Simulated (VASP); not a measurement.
# AlSi16 (a cell with a defect) in VASP: further runs

Runs on AlSi16 (a cell with a defect). Level: PBE. Tasks: single point.

All numbers are computed with VASP 6.6.1; they aren't measurements. Logs are shortened: lines on timing, memory, paths and dates and some standing lists are left out, and cuts for length are marked.

## 1. The cell of the first run

The cell holds a defect, 17 atoms: a = 7.679 Å, b = 7.679 Å, c = 7.679 Å, α = 60.00°, β = 60.00°, γ = 60.00°.

## 2. Single point, PBE, collinear spin, zero start

Input file INCAR:

```
SYSTEM = AlSi16
PREC = Accurate
ENCUT = 520
EDIFF = 1E-7
ISMEAR = 0
SIGMA = 0.05
LREAL = Auto
LASPH = .True.
NELM = 150
ALGO = Normal
ISIF = 2
LWAVE = .False.
LCHARG = .True.
ISPIN = 2
MAGMOM = 0 0 0 0 0 0 0 0 0 0 0 0 0 0 0 0 0
LORBIT = 11
GGA = PE
LELF = .True.
LVHAR = .True.
NBANDS = 52
```

Input file KPOINTS:

```
Automatic mesh
0
Gamma
  2 2 2
  0 0 0
```

Input file POSCAR:

```
AlSi16
1.0
    0.0000000000      5.4300000000      5.4300000000
    5.4300000000      0.0000000000      5.4300000000
    5.4300000000      5.4300000000      0.0000000000
Si Al
16 1
Direct
   -0.0036003683     -0.0015329650      0.0003257827
    0.1173821363      0.1195092081      0.1324226519
    0.0037492634      0.0058918048      0.5055376611
    0.1274717311      0.1295577348      0.6292126151
   -0.0295088398      0.5067300184      0.0063767956
    0.1134318600      0.6242828729      0.1239386740
   -0.0035965009      0.5006712707      0.4981226519
    0.1173841621      0.6327764273      0.6191578269
    0.5045964088     -0.0274043278      0.0063575506
    0.6222166667      0.1154566298      0.1239279006
    0.4985832413     -0.0015419890      0.4981110497
    0.6306362799      0.1194961326      0.6191449355
    0.4876737569      0.4897002762     -0.0106450276
    0.6092987109      0.6113965009      0.1110506446
    0.5045966851      0.5067088398      0.4722489871
    0.6222202578      0.6242744015      0.6151116022
    0.3549813076      0.3570960405      0.8567490792
```

Potentials or basis: VASP PAW PBE potentials, release 64 (Si, Al).

Run with:

```sh
> cat potpaw_PBE.64/Si/POTCAR potpaw_PBE.64/Al/POTCAR > POTCAR
> mpirun -np 1 vasp_std > vasp.out
```

OUTCAR:

```text
SYSTEM = AlSi16
   PREC = Accurate
   ENCUT = 520
   EDIFF = 1E-7
   ISMEAR = 0
   LREAL = Auto
   LASPH = .True.
   NELM = 150
   ISIF = 2
   ISPIN = 2
   LORBIT = 11
   GGA = PE

 ion  position               nearest neighbor table
   1  0.996  0.998  0.000-   4 2.33   2 2.35   6 2.35  10 2.35
   2  0.117  0.120  0.132-   3 2.34   1 2.35   9 2.43   5 2.43  17 2.60
   3  0.004  0.006  0.506-   4 2.33   2 2.34   8 2.34  12 2.34
   4  0.127  0.130  0.629-   3 2.33   1 2.33  11 2.33   7 2.33
   5  0.970  0.507  0.006-  14 2.27   6 2.37  17 2.43   8 2.43   2 2.43
   6  0.113  0.624  0.124-   7 2.35   1 2.35  13 2.35   5 2.37  17 2.91
   7  0.996  0.501  0.498-   4 2.33   8 2.35   6 2.35  16 2.35
   8  0.117  0.633  0.619-   3 2.34   7 2.35  15 2.43   5 2.43  17 2.60
   9  0.505  0.973  0.006-  14 2.27  10 2.37  17 2.43  12 2.43   2 2.43
  10  0.622  0.115  0.124-  11 2.35   1 2.35  13 2.35   9 2.37  17 2.91
  11  0.499  0.998  0.498-   4 2.33  12 2.35  10 2.35  16 2.35
  12  0.631  0.119  0.619-   3 2.34  11 2.35  15 2.43   9 2.43  17 2.60
  13  0.488  0.490  0.989-  14 2.29  10 2.35  16 2.35   6 2.35  17 2.49
  14  0.609  0.611  0.111-   5 2.27  15 2.27   9 2.27  13 2.29
  15  0.505  0.507  0.472-  14 2.27  16 2.37  17 2.43  12 2.43   8 2.43
  16  0.622  0.624  0.615-  11 2.35   7 2.35  13 2.35  15 2.37  17 2.91
  17  0.355  0.357  0.857-   5 2.43   9 2.43  15 2.43  13 2.49   2 2.60   8 2.60  12 2.60   6 2.91
                            10 2.91  16 2.91

  LATTYP: Found a face centered cubic cell.
 ALAT       =    10.8600000000

  Lattice vectors:

 A1 = (   0.0000000000,   5.4300000000,   5.4300000000)
 A2 = (   5.4300000000,   0.0000000000,   5.4300000000)
 A3 = (   5.4300000000,   5.4300000000,   0.0000000000)

Analysis of symmetry for initial positions (statically):
=====================================================================
 Subroutine PRICEL returns:
 Original cell was already a primitive cell.

 Routine SETGRP: Setting up the symmetry group for a
 face centered cubic supercell.

 Subroutine GETGRP returns: Found  2 space group operations
 (whereof  1 operations were pure point group operations)
 out of a pool of 48 trial point group operations.

The static configuration has the point symmetry C_1 .
 The point group associated with its full space group is C_1h.

Analysis of symmetry for dynamics (positions and initial velocities):
=====================================================================
 Subroutine PRICEL returns:
 Original cell was already a primitive cell.

 Routine SETGRP: Setting up the symmetry group for a
 face centered cubic supercell.

 Subroutine GETGRP returns: Found  2 space group operations
 (whereof  1 operations were pure point group operations)
 out of a pool of 48 trial point group operations.

The dynamic configuration has the point symmetry C_1 .
 The point group associated with its full space group is C_1h.

Analysis of structural, dynamic, and magnetic symmetry:
=====================================================================
 Subroutine PRICEL returns:
 Original cell was already a primitive cell.

 Routine SETGRP: Setting up the symmetry group for a
 face centered cubic supercell.

 Subroutine GETGRP returns: Found  2 space group operations
 (whereof  1 operations were pure point group operations)
 out of a pool of 48 trial point group operations.

The overall configuration has the point symmetry C_1 .
 The point group associated with its full space group is C_1h.

 Subroutine INISYM returns: Found  2 space group operations
 (whereof  1 operations are pure point group operations),
 and found     1 'primitive' translations

----------------------------------------------------------------------------------------

                                     Primitive cell

  volume of cell :     320.2060

  direct lattice vectors                    reciprocal lattice vectors
     0.000000000  5.430000000  5.430000000    -0.092081031  0.092081031  0.092081031
[... 50 lines left out ...]
  ---------------------------------------------------
  free energy    TOTEN  =       -86.59430278 eV

  energy without entropy =      -86.58725006  energy(sigma->0) =      -86.59077642

 E-fermi :   6.9152     XC(G=0):  -9.6618

 val. band max:        6.9151310139   @ k =   0.0000   0.0000   0.0000
 cond. band min:       6.9152207769   @ k =   0.0000   0.0000   0.0000
 fundamental gap:      0.0000897630
 Fermi energy:         6.9151755360

 spin component 1

 k-point     1 :       0.0000    0.0000    0.0000
  band No.  band energies     occupation
      1      -5.9847      1.00000
      2      -3.5550      1.00000
      3      -3.5206      1.00000
      4      -3.5206      1.00000
      5      -3.5044      1.00000
      6      -2.3406      1.00000
[... 277 lines left out ...]
     44      10.3404      0.00000
     45      10.3612      0.00000
 Fermi energy:         6.9151755360

 spin component 2

 k-point     1 :       0.0000    0.0000    0.0000
  band No.  band energies     occupation
      1      -5.9847      1.00000
      2      -3.5550      1.00000
      3      -3.5206      1.00000
      4      -3.5205      1.00000
      5      -3.5044      1.00000
      6      -2.3406      1.00000
[... 277 lines left out ...]
     44      10.3404      0.00000
     45      10.3612      0.00000
 [bands above 45 left out]

------------------------ aborting loop because EDIFF is reached ----------------------------------------

  FORCE on cell =-STRESS in cart. coord.  units (eV):
  Direction    XX          YY          ZZ          XY          YZ          ZX
  --------------------------------------------------------------------------------------
  -------------------------------------------------------------------------------------
  Total       10.6380171     10.6393712     10.6393712     -0.1721934     -0.1702408     -0.1721933
  in kB       53.2282003     53.2349756     53.2349756     -0.8615838     -0.8518138     -0.8615835
  external PRESSURE =      53.2327171 kB  Pullay stress =       0.0000000 kB

 VOLUME and BASIS-vectors are now :
 -----------------------------------------------------------------------------
  energy-cutoff  :      520.00
  volume of cell :      320.21
      direct lattice vectors                 reciprocal lattice vectors
     0.000000000  5.430000000  5.430000000    -0.092081031  0.092081031  0.092081031
     5.430000000  0.000000000  5.430000000     0.092081031 -0.092081031  0.092081031
     5.430000000  5.430000000  0.000000000     0.092081031  0.092081031 -0.092081031

 POSITION                                       TOTAL-FORCE (eV/Angst)
 -----------------------------------------------------------------------------------
      5.42345      5.41222     10.83213        -0.025232     -0.025091     -0.009618
      1.36799      1.35644      1.28632        -0.030774     -0.030553      0.030328
      2.77706      2.76543      0.05235        -0.050425     -0.050144     -0.050144
      4.12012      4.10880      1.39567        -0.055429     -0.056754     -0.056754
      2.78617      5.30439      8.02131        -0.055345     -0.009820     -0.009820
      4.06284      1.28892      4.00579        -0.025415     -0.008507     -0.008507
[... 9 lines left out ...]
      6.72987      6.71871      6.76847        -0.008411     -0.007290     -0.025840
      6.59118      6.57970      3.86658         0.222399      0.220170      0.220170
 -----------------------------------------------------------------------------------
    total drift:                               -0.002470      0.000075     -0.006321

  FREE ENERGIE OF THE ION-ELECTRON SYSTEM (eV)
  ---------------------------------------------------
  free  energy   TOTEN  =       -86.5943027789 eV

  energy  without entropy=      -86.5872500569  energy(sigma->0) =      -86.59077642

 total charge

# of ion       s       p       d       tot
------------------------------------------
    1        0.745   0.952   0.000   1.697
    2        0.745   0.925   0.000   1.670
    3        0.747   0.948   0.000   1.696
    4        0.737   0.968   0.000   1.705
    5        0.762   0.936   0.000   1.698
    6        0.744   0.935   0.000   1.679
[... 9 lines left out ...]
   16        0.744   0.935   0.000   1.679
   17        0.504   0.344   0.000   0.847
--------------------------------------------------
tot         12.487  15.449   0.000  27.936

 magnetization (x)

# of ion       s       p       d       tot
------------------------------------------
    1        0.000   0.000   0.000   0.000
    2        0.000  -0.000   0.000   0.000
    3       -0.000   0.000   0.000   0.000
    4       -0.000  -0.000   0.000  -0.000
    5        0.000   0.000   0.000   0.000
    6        0.000  -0.000   0.000   0.000
[... 9 lines left out ...]
   16        0.000  -0.000   0.000   0.000
   17       -0.000   0.000   0.000  -0.000
--------------------------------------------------
tot          0.000   0.000   0.000   0.000
```

It took 7.7 min on 1 thread of Intel Xeon Platinum 8259CL at 2.50GHz (Skylake/Cascade Lake), shared host; peak memory 0.68 GiB.

Results:

| Property | Result |
| --- | --- |
| Free energy | -86.5943 eV |
| Pressure | 5.3 GPa |
| Largest force | 0.383 eV/Å |
| Net moment | 0.00 μB per cell |
| Valence electrons inside the program's atomic spheres | Si 1.70, 1.67, 1.71, 1.68, 1.74 (each value once); Al 0.85 |

Forces in eV/Å, atoms in the order of the input:
```
Si  -0.025 -0.025 -0.010
Si  -0.031 -0.031  0.030
Si  -0.050 -0.050 -0.050
Si  -0.055 -0.057 -0.057
Si  -0.055 -0.010 -0.010
Si  -0.025 -0.009 -0.009
Si  -0.025 -0.010 -0.025
Si  -0.031  0.030 -0.031
Si  -0.011 -0.055 -0.010
Si  -0.008 -0.026 -0.007
Si  -0.010 -0.026 -0.026
Si   0.031 -0.031 -0.031
Si   0.062  0.063  0.063
Si   0.030  0.031  0.031
Si  -0.011 -0.010 -0.055
Si  -0.008 -0.007 -0.026
Al   0.222  0.220  0.220
```

Caveat: the k points lie up to 0.50 Å⁻¹ apart; no moment was typed at the start, so none could form.

## 3. Single point, PBE, collinear spin, zero start

Input file INCAR:

```
ALGO     = Normal         # electronic algorithm
EDIFF    = 1E-6           # SCF threshold, eV
ENCUT    = 520            # plane-wave cutoff, eV
GGA      = PE             # functional
ISIF     = 2              # what is computed and relaxed
ISMEAR   = 0              # smearing method
ISPIN    = 2              # spin polarisation
LASPH    = T              # aspherical terms in the spheres
LCHARG   = F              # write CHGCAR
LORBIT   = 11             # projections on sites
LREAL    = Auto         
LWAVE    = F              # write WAVECAR
MAGMOM   = 0 0 0 0 0 0 0 0 0 0 0 0 0 0 0 0 0 # initial moments
NBANDS   = 52             # bands
NELM     = 150            # most SCF steps
PREC     = Accurate       # precision mode
SIGMA    = 0.05           # smearing width, eV
```

Input file KPOINTS:

```
k-points
0
Gamma
  2 2 2
```

Input file POSCAR:

```
AlSi16
1.0
    0.0000000000      5.4300000000      5.4300000000
    5.4300000000      0.0000000000      5.4300000000
    5.4300000000      5.4300000000      0.0000000000
Si Al
16 1
Direct
   -0.0107600368      0.0009285451      0.0106486188
    0.1061519337      0.1177782689      0.1543987109
    0.0034364641      0.0152092081      0.5153672192
    0.1254959484      0.1372055249      0.6373627993
   -0.0220268877      0.5060156538      0.0061736648
    0.1107815838      0.6266635359      0.1268204420
   -0.0107593923      0.5104912523      0.5010859116
    0.1061555249      0.6542409761      0.6179348987
    0.4943140884     -0.0103302947      0.0061540516
    0.6149745856      0.1224526703      0.1268066298
    0.4987785451      0.0009229282      0.5010800184
    0.6424741252      0.1178336096      0.6179877532
    0.4818026703      0.4934814917     -0.0063619705
    0.6054448435      0.6171465009      0.1173045120
    0.4943146409      0.5059958564      0.4898271639
    0.6149746777      0.6266494475      0.6226085635
    0.2588515654      0.2706394107      0.7707990792
```

Potentials or basis: VASP PAW PBE potentials, release 64 (Si, Al).

Run with:

```sh
> cat potpaw_PBE.64/Si/POTCAR potpaw_PBE.64/Al/POTCAR > POTCAR
> mpirun -np 1 vasp_std > vasp.out
```

Wall time 5.4 min (1 thread of Intel Xeon Platinum 8259CL at 2.50GHz (Skylake/Cascade Lake), shared host); peak memory 0.67 GiB.

The run converged. Its results:

| Quantity | Value |
| --- | --- |
| Free energy | -86.5555 eV |
| Pressure | 5.3 GPa |
| Largest force | 0.438 eV/Å |
| Net moment | 0.00 μB per cell |
| Valence electrons inside the program's atomic spheres | Si 1.68, 1.70, 1.74, 1.71, 1.67 (each value once); Al 0.85 |

Forces in eV/Å, atoms in the order of the input:
```
Si  -0.001  0.000 -0.006
Si   0.009  0.005  0.051
Si  -0.018 -0.019 -0.019
Si  -0.065 -0.067 -0.067
Si  -0.040  0.050  0.050
Si   0.023  0.032  0.032
Si  -0.001 -0.006  0.000
Si   0.009  0.051  0.005
Si   0.049 -0.037  0.050
Si   0.031  0.023  0.033
Si  -0.006  0.000  0.000
Si   0.053  0.005  0.005
Si   0.065  0.063  0.063
Si   0.071  0.071  0.071
Si   0.049  0.050 -0.037
Si   0.031  0.033  0.023
Al  -0.255 -0.252 -0.252
```

Stress tensor (GPa, compression positive):
```
 5.28 -0.12 -0.12
-0.12  5.28 -0.12
-0.12 -0.12  5.28
```

Levels at points of the mesh, in eV from the Fermi level:
Spin up:
```tsv
k point	band 30	band 31	band 32	band 33	band 34	band 35	band 36	band 37
(0.00, 0.00, 0.00)	-1.64	-0.78	-0.77	-0.77	-0.41	-0.20	-0.20	0.00
(0.50, 0.00, 0.00)	-1.57	-1.47	-1.43	-0.56	0.24	0.38	0.70	0.74
(0.00, 0.50, 0.00)	-1.57	-1.47	-1.43	-0.56	0.24	0.38	0.70	0.74
(0.50, 0.50, 0.50)	-1.56	-1.43	-1.43	-0.59	0.14	0.36	0.36	0.99
(0.50, 0.50, 0.00)	-2.09	-2.03	-1.90	-0.25	0.16	1.01	1.32	1.45
(0.00, 0.50, 0.50)	-2.09	-2.03	-1.90	-0.26	0.16	1.01	1.32	1.45
```
Spin down:
| k point | band 29 | band 30 | band 31 | band 32 | band 33 | band 34 | band 35 | band 36 | band 37 | band 38 |
| --- | --- | --- | --- | --- | --- | --- | --- | --- | --- | --- |
| (0.00, 0.00, 0.00) | -1.68 | -1.64 | -0.78 | -0.77 | -0.77 | -0.41 | -0.20 | -0.20 | 0.00 | 0.00 |
| (0.50, 0.00, 0.00) | -1.64 | -1.57 | -1.47 | -1.43 | -0.56 | 0.24 | 0.38 | 0.70 | 0.74 | 0.83 |
| (0.00, 0.50, 0.00) | -1.64 | -1.57 | -1.47 | -1.43 | -0.56 | 0.24 | 0.38 | 0.70 | 0.74 | 0.83 |
| (0.50, 0.50, 0.50) | -1.56 | -1.56 | -1.43 | -1.43 | -0.59 | 0.14 | 0.36 | 0.36 | 0.99 | 0.99 |
| (0.50, 0.50, 0.00) | -2.18 | -2.09 | -2.03 | -1.90 | -0.25 | 0.16 | 1.01 | 1.32 | 1.45 | 1.46 |
| (0.00, 0.50, 0.50) | -2.18 | -2.09 | -2.03 | -1.90 | -0.26 | 0.16 | 1.01 | 1.32 | 1.45 | 1.46 |

Caveat: the k points lie up to 0.50 Å⁻¹ apart; no moment was typed at the start, so none could form.

## 4. Single point, PBE, collinear spin, zero start

Input file INCAR:

```
SYSTEM = AlSi16
PREC = Accurate ; ENCUT = 520
EDIFF = 1E-7 ; ISMEAR = 0
SIGMA = 0.05 ; LREAL = Auto
LASPH = .True. ; NELM = 150
ALGO = Normal ; ISIF = 2
LWAVE = .False. ; LCHARG = .False.
ISPIN = 2 ; MAGMOM = 0 0 0 0 0 0 0 0 0 0 0 0 0 0 0 0 0
LORBIT = 11 ; GGA = PE
NBANDS = 52
```

Input file KPOINTS:

```
Automatic mesh
0
Gamma
  2 2 2
  0 0 0
```

Input file POSCAR:

```
AlSi16
1.0
    0.0000000000      5.4300000000      5.4300000000
    5.4300000000      0.0000000000      5.4300000000
    5.4300000000      5.4300000000      0.0000000000
Si Al
16 1
Direct
   -0.0089893186     -0.0003290976      0.0122029466
    0.1052690608      0.1138900552      0.1575515654
    0.0105402394      0.0192426335      0.5192418969
    0.1357539595      0.1444353591      0.6444338858
   -0.0326413444      0.5095608656      0.0095612339
    0.1056030387      0.6264306630      0.1264291897
   -0.0089882136      0.5122031308      0.4996688766
    0.1052690608      0.6575532228      0.6138871087
    0.5008951197     -0.0239776243      0.0095413444
    0.6177651013      0.1142562615      0.1264249540
    0.5035257827     -0.0003283610      0.4996690608
    0.6488561694      0.1139198895      0.6139178637
    0.4760246777      0.4846826888     -0.0153209945
    0.6005188766      0.6091798343      0.1091748619
    0.5008974217      0.5095425414      0.4760176796
    0.6177661142      0.6264274401      0.6142519337
    0.2878478821      0.2965546961      0.7965508287
```

Run with:

```sh
> cat potpaw_PBE.64/Si/POTCAR potpaw_PBE.64/Al/POTCAR > POTCAR
> mpirun -np 1 vasp_std > vasp.out
```

Wall time 6.8 min (1 thread of Intel Xeon Platinum 8259CL at 2.50GHz (Skylake/Cascade Lake), shared host); peak memory 0.68 GiB.

The run converged. Its results:

| Quantity | Value |
| --- | --- |
| Free energy | -86.0848 eV |
| Pressure | 5.2 GPa |
| Largest force | 0.833 eV/Å |
| Net moment | 0.00 μB per cell |
| Valence electrons inside the program's atomic spheres | Si 1.69, 1.68, 1.72, 1.70 (each value once); Al 0.86 |

Forces on the atoms (eV/Å):
```
Si   0.000  0.003 -0.014
Si   0.075  0.074 -0.008
Si   0.040  0.040  0.040
Si   0.075  0.076  0.076
Si  -0.069  0.050  0.050
Si   0.036  0.031  0.031
Si   0.000 -0.014  0.003
Si   0.075 -0.008  0.074
Si   0.051 -0.069  0.050
Si   0.031  0.036  0.030
Si  -0.015  0.001  0.001
Si  -0.009  0.073  0.073
Si   0.055  0.053  0.053
Si   0.057  0.055  0.055
Si   0.051  0.050 -0.069
Si   0.031  0.030  0.036
Al  -0.483 -0.480 -0.480
```

Stress tensor (GPa, compression positive):
```
 5.23 -0.69 -0.69
-0.69  5.23 -0.69
-0.69 -0.69  5.23
```

Levels at points of the mesh, in eV from the Fermi level:
Spin up:
```
           k point  band 29  band 30  band 31  band 32  band 33  band 34  band 35  band 36  band 37  band 38
(0.00, 0.00, 0.00)    -1.61    -1.54    -0.95    -0.81    -0.81    -0.65    -0.24    -0.24     0.05     0.05
(0.50, 0.00, 0.00)    -1.62    -1.56    -1.54    -1.50    -0.42     0.05     0.30     0.53     0.74     0.88
(0.00, 0.50, 0.00)    -1.62    -1.56    -1.54    -1.50    -0.42     0.05     0.30     0.53     0.74     0.88
(0.50, 0.50, 0.50)    -1.54    -1.54    -1.45    -1.45    -0.54     0.12     0.25     0.25     1.05     1.05
(0.50, 0.50, 0.00)    -2.23    -2.12    -2.06    -1.90    -0.18     0.03     0.86     1.37     1.46     1.50
(0.00, 0.50, 0.50)    -2.23    -2.12    -2.06    -1.90    -0.18     0.03     0.86     1.37     1.46     1.50
```
Spin down:
| k point | band 30 | band 31 | band 32 | band 33 | band 34 | band 35 | band 36 | band 37 |
| --- | --- | --- | --- | --- | --- | --- | --- | --- |
| (0.00, 0.00, 0.00) | -1.54 | -0.95 | -0.81 | -0.81 | -0.65 | -0.24 | -0.24 | 0.05 |
| (0.50, 0.00, 0.00) | -1.56 | -1.54 | -1.50 | -0.42 | 0.05 | 0.30 | 0.53 | 0.74 |
| (0.00, 0.50, 0.00) | -1.56 | -1.54 | -1.50 | -0.42 | 0.05 | 0.30 | 0.53 | 0.74 |
| (0.50, 0.50, 0.50) | -1.54 | -1.45 | -1.45 | -0.54 | 0.12 | 0.25 | 0.25 | 1.05 |
| (0.50, 0.50, 0.00) | -2.12 | -2.06 | -1.90 | -0.18 | 0.03 | 0.86 | 1.37 | 1.46 |
| (0.00, 0.50, 0.50) | -2.12 | -2.06 | -1.90 | -0.18 | 0.03 | 0.86 | 1.37 | 1.46 |

Caveat: the k points lie up to 0.50 Å⁻¹ apart; no moment was typed at the start, so none could form.

## 5. Overview

| cell | gap on the mesh (eV) | pressure (GPa) | moment (μB) | largest force (eV/Å) |
| --- | --- | --- | --- | --- |
| as given, atomic positions A | none | 5.3 | 0.00 | 0.38 |
| as given, atomic positions B | none | 5.3 | 0.00 | 0.44 |
| as given, atomic positions C | none | 5.2 | 0.00 | 0.83 |

Alike in all rows: task single point; level PBE; potentials or basis VASP PAW PBE potentials, release 64 (Si, Al); spin collinear, zero start; k mesh 2 × 2 × 2; cutoff (eV) 520; smearing gaussian 0.05 eV.

Caveats: all runs use coarse meshes; no moment was typed at the start, so none could form.

Absolute energies hang on the potentials; compare differences alone.

The gap in the log of VASP goes by the Fermi energy; the results here count the filled bands.